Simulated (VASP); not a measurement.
# O (P4/mmm) in VASP: notebook, part 2 of 2

VASP 6.6.1. Earlier steps stand in the parts before.

**3. Single point, r2SCAN**

This run uses another cell than the first one, of 10.30 Å³/atom.

POSCAR reads:

```
O
1.0
    1.8160906713      0.0000000000      0.0000000000
    0.0000000000      1.8160906713      0.0000000000
    0.0000000000      0.0000000000      3.1226884120
O
1
Direct
    0.0000000000      0.0000000000      0.0000000000
```

INCAR.step1 reads:

```
  PREC = Accurate
  ENCUT = 660
  ISMEAR = -1
  SIGMA = 0.1
  LREAL = F
  LASPH = T
  NELM = 120
  NBANDS = 9
  GGA = PE
  ALGO = Normal
  EDIFF = 1E-5
  LWAVE = T
  LCHARG = F
  GGA_COMPAT = F
```

INCAR.step2 reads:

```
  PREC = Accurate
  ENCUT = 660
  EDIFF = 1E-6
  ISMEAR = -1
  SIGMA = 0.1
  LREAL = F
  LASPH = T
  NELM = 120
  ALGO = Normal
  ISIF = 2
  LWAVE = F
  LCHARG = F
  METAGGA = R2SCAN
  LMIXTAU = T
  NBANDS = 9
  ISTART = 1
  GGA_COMPAT = F
```

KPOINTS reads:

```
regular mesh
0
Gamma
  13 13 8
```

Potentials or basis: VASP PAW PBE potentials, release 64 (O).

Command:

```console
> cat potpaw_PBE.64/O/POTCAR > POTCAR
> cp INCAR.step1 INCAR
> mpirun -np 1 vasp_std > vasp.out
> cp INCAR.step2 INCAR
> mpirun -np 1 vasp_std > vasp.out
```

OUTCAR:

```text
PREC = Accurate
   ENCUT = 660
   EDIFF = 1E-6
   ISMEAR = -1
   LREAL = F
   LASPH = T
   NELM = 120
   ISIF = 2
   METAGGA = R2SCAN
   ISTART = 1

 ion  position               nearest neighbor table
   1  0.000  0.000  0.000-

  LATTYP: Found a simple tetragonal cell.
 ALAT       =     1.8160906713
 C/A-ratio  =     1.7194562261

  Lattice vectors:

 A1 = (   1.8160906713,   0.0000000000,   0.0000000000)
 A2 = (   0.0000000000,   1.8160906713,   0.0000000000)
 A3 = (   0.0000000000,   0.0000000000,   3.1226884120)

Analysis of symmetry for initial positions (statically):
=====================================================================
 Subroutine PRICEL returns:
 Original cell was already a primitive cell.

 Routine SETGRP: Setting up the symmetry group for a
 simple tetragonal supercell.

 Subroutine GETGRP returns: Found 16 space group operations
 (whereof 16 operations were pure point group operations)
 out of a pool of 16 trial point group operations.

The static configuration has the point symmetry D_4h.

Analysis of symmetry for dynamics (positions and initial velocities):
=====================================================================
 Subroutine PRICEL returns:
 Original cell was already a primitive cell.

 Routine SETGRP: Setting up the symmetry group for a
 simple tetragonal supercell.

 Subroutine GETGRP returns: Found 16 space group operations
 (whereof 16 operations were pure point group operations)
 out of a pool of 16 trial point group operations.

The dynamic configuration has the point symmetry D_4h.

 Subroutine INISYM returns: Found 16 space group operations
 (whereof 16 operations are pure point group operations),
 and found     1 'primitive' translations

----------------------------------------------------------------------------------------

                                     Primitive cell

  volume of cell :      10.2992
[... 109 lines left out ...]
  Fermi-wavevector in a.u.,A,eV,Ry     =   1.367280  2.583784 25.435460  1.869454
  Thomas-Fermi vector in A             =   2.493346
   LORBIT       =      0    0 simple, 1 ext, 2 COOP (PROOUT), +10 PAW based schemes
   METAGGA = R2SCAN    functional components
   LHFCALC =     F    Hartree Fock is set to
   AEXX    =    0.0000 exact exchange contribution
   IVDW    =     0    specifies the selected vdW correction
   LEPSILON=     F    determine dielectric tensor
   LRPA    =     F    only Hartree local field effects (RPA)
 non-spin polarized calculation
  energy-cutoff  :      660.00
  volume of cell :       10.30
 maximum number of plane-waves:       417
 NGX is ok and might be reduce to    16
   NGX =  7   NGY =  7   NGZ = 13

 number of electron       5.9999999 magnetization

 Free energy of the ion-electron system (eV)
  ---------------------------------------------------
  ext. energy  EPLUGINS =         0.00000000
  ---------------------------------------------------
  free energy    TOTEN  =        -4.17879626 eV

  energy without entropy =       -4.16239236  energy(sigma->0) =       -4.17059431

 E-fermi :  -0.5406     XC(G=0): -10.6892

 val. band max:       -0.5584380456   @ k =   0.3077   0.2308   0.5000
 cond. band min:      -0.5354319530   @ k =   0.4615   0.3077   0.2500
 fundamental gap:      0.0230060926
 Fermi energy:        -0.5406328286

 k-point     1 :       0.0000    0.0000    0.0000
  band No.  band energies     occupation
      1     -23.8836      2.00000
      2      -4.9688      2.00000
      3       3.2460      0.00000
      4       3.2460      0.00000
      5       8.5901      0.00000
      6      27.7857      0.00000
      7      29.6081      0.00000
      8      34.2006      0.00000
      9      51.3832      0.00000
[... 265 lines left out ...]
 k-point    24 :       0.3846    0.3077    0.0000
  band No.  band energies     occupation
      1     -17.0816      2.00000
      2      -5.5110      2.00000
      3      -2.5325      2.00000
      4      -0.6278      1.41026
      5      18.1768      0.00000
      6      24.2626      0.00000
      7      26.4719      0.00000
      8      30.7787      0.00000
      9      33.9866      0.00000

 [... further k-points ...]

------------------------ aborting loop because EDIFF is reached ----------------------------------------

  FORCE on cell =-STRESS in cart. coord.  units (eV):
  Direction    XX          YY          ZZ          XY          YZ          ZX
  --------------------------------------------------------------------------------------
  -------------------------------------------------------------------------------------
  Total       -0.8877427     -0.8877427     -0.0348094      0.0000000      0.0000000     -0.0000000
  in kB     -138.1000901   -138.1000901     -5.4150544      0.0000000      0.0000000     -0.0000000
  external PRESSURE =     -93.8717449 kB  Pullay stress =       0.0000000 kB

 VOLUME and BASIS-vectors are now :
 -----------------------------------------------------------------------------
  energy-cutoff  :      660.00
  volume of cell :       10.30
      direct lattice vectors                 reciprocal lattice vectors
     1.816090671  0.000000000  0.000000000     0.550633300  0.000000000  0.000000000
     0.000000000  1.816090671  0.000000000     0.000000000  0.550633300  0.000000000
     0.000000000  0.000000000  3.122688412     0.000000000  0.000000000  0.320236882

 POSITION                                       TOTAL-FORCE (eV/Angst)
 -----------------------------------------------------------------------------------
      0.00000      0.00000      0.00000         0.000000      0.000000      0.000000
 -----------------------------------------------------------------------------------
    total drift:                               -0.000000      0.000000     -0.000000

  FREE ENERGIE OF THE ION-ELECTRON SYSTEM (eV)
  ---------------------------------------------------
  free  energy   TOTEN  =        -4.1787962561 eV

  energy  without entropy=       -4.1623923551  energy(sigma->0) =       -4.17059431
```

OUTCAR.step1:

```text
PREC = Accurate
   ENCUT = 660
   ISMEAR = -1
   LREAL = F
   LASPH = T
   NELM = 120
[... 503 lines left out ...]

 POSITION                                       TOTAL-FORCE (eV/Angst)
 -----------------------------------------------------------------------------------
      0.00000      0.00000      0.00000         0.000000      0.000000      0.000000
 -----------------------------------------------------------------------------------
    total drift:                                0.000000      0.000000     -0.000000

  FREE ENERGIE OF THE ION-ELECTRON SYSTEM (eV)
  ---------------------------------------------------
  free  energy   TOTEN  =        -3.4191049362 eV

  energy  without entropy=       -3.4033070123  energy(sigma->0) =       -3.41120597
```

OSZICAR.step1:

```text
N       E                     dE             d eps       ncg     rms          rms(c)
DAV:   1     0.962260423205E+01    0.96226E+01   -0.40161E+03  2584   0.754E+02
DAV:   2    -0.338971799551E+01   -0.13012E+02   -0.12693E+02  3078   0.109E+02
DAV:   3    -0.351662919878E+01   -0.12691E+00   -0.12653E+00  3098   0.930E+00
DAV:   4    -0.351674381090E+01   -0.11461E-03   -0.11461E-03  3096   0.314E-01
DAV:   5    -0.351674394879E+01   -0.13789E-06   -0.13789E-06  3039   0.937E-03    0.326E+00
DAV:   6    -0.344067615331E+01    0.76068E-01   -0.24409E-02  2737   0.124E+00    0.163E+00
DAV:   7    -0.341879673712E+01    0.21879E-01   -0.23228E-02  2790   0.124E+00    0.949E-02
DAV:   8    -0.341909523843E+01   -0.29850E-03   -0.37831E-04  2761   0.185E-01    0.265E-02
DAV:   9    -0.341910493621E+01   -0.96978E-05   -0.14249E-05  3120   0.308E-02
   1 F= -.34191049E+01 E0= -.34112060E+01  d E =-.157979E-01
```

It took 55 s on 1 thread of Intel Xeon 8259CL, shared host; peak memory 0.1 GiB.

What came out:

| Property | Result |
| --- | --- |
| Free energy | -4.1788 eV |
| Pressure | -9.4 GPa |
| Band gap on the k mesh | zero (bands 3 and 4 overlap by 5.24 eV) |

Stress tensor (GPa, compression positive):
```
-13.81   0.00   0.00
  0.00 -13.81   0.00
  0.00   0.00  -0.54
```

Caveat: the stress differs along the axes, from -14 to -1 GPa; the PAW data sets were made with another functional, which shifts forces and pressure a little.

The gap in the log of VASP goes by the Fermi energy; the results here count the filled bands.